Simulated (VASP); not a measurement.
Input of a VASP 6.6.1 run:

Contents of INCAR:

```
  PREC = Accurate
  ENCUT = 520
  EDIFF = 1E-6
  ISMEAR = -1
  SIGMA = 0.05
  LREAL = F
  LASPH = T
  NELM = 80
  ALGO = Normal
  ISIF = 2
  LWAVE = F
  LCHARG = F
  GGA = RE
  NBANDS = 16
```

Contents of KPOINTS:

```
regular mesh
0
Gamma
  10 10 5
```

POSCAR

```
SiC
1.0
    3.0553550827      0.0000000000      0.0000000000
   -1.5276775413      2.6460151191      0.0000000000
    0.0000000000      0.0000000000      5.0141197845
Si C
2 2
Direct
    0.6666666667      0.3333333333      0.5000000000
    0.3333333333      0.6666666667      0.0000000000
    0.6666666667      0.3333333333      0.8850000000
    0.3333333333      0.6666666667      0.3850000000
```

Potentials or basis: VASP PAW PBE potentials, release 64 (Si, C).

Command:

```console
$ cat potpaw_PBE.64/Si/POTCAR potpaw_PBE.64/C/POTCAR > POTCAR
$ mpirun -np 1 vasp_std > vasp.out
```

(1) Estimate the band gap on the k mesh.

(2) What does it give for the pressure?

## Answers

(1) 2.47 eV, indirect (least direct gap 4.14 eV).

(2) 10.6 GPa.

Caveat: the PAW data sets were made with another functional, which shifts forces and pressure a little.
